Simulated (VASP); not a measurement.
Li, 1 atom in the cell. Symmetry: Im-3m, No. 229, cubic system. The conventional cell has a = 3.363 Å, b = 3.363 Å, c = 3.363 Å, α = 90.00°, β = 90.00°, γ = 90.00°. Li (site symmetry m-3m) has 14 Li at 2.91 to 3.36 Å within 3.8 Å. 

- Program: VASP 6.6.1
- Task: single point
- Functional: LDA
- Potentials or basis: VASP PAW LDA potentials, release 64 (Li_sv)
- Cutoff: 520 eV
- k mesh: 13 × 13 × 13
- Occupations: methfessel-paxton, width 0.01 eV
- Spin: no spin polarisation
- Dipole correction: no
- Further INCAR settings: ALGO = Normal; EDIFF = 1e-06; NBANDS = 8

Potentials or basis: VASP PAW LDA potentials, release 64 (Li_sv).

Run with:

```sh
$ cat potpaw_LDA.64/Li_sv/POTCAR > POTCAR
$ mpirun -np 1 vasp_std > vasp.out
```

Hardware: 1 thread of Intel(R) Xeon(R) Platinum 8259CL CPU @ 2.50GHz (Skylake/Cascade Lake) (shared host).

Problem. How long does it take, and how much memory?

Solution. Run time: 6.6 s on 1 thread of Intel(R) Xeon(R) Platinum 8259CL CPU @ 2.50GHz (Skylake/Cascade Lake), on a shared host, peak memory 0.12 GiB. Counts: scf iterations 9, k points 84.
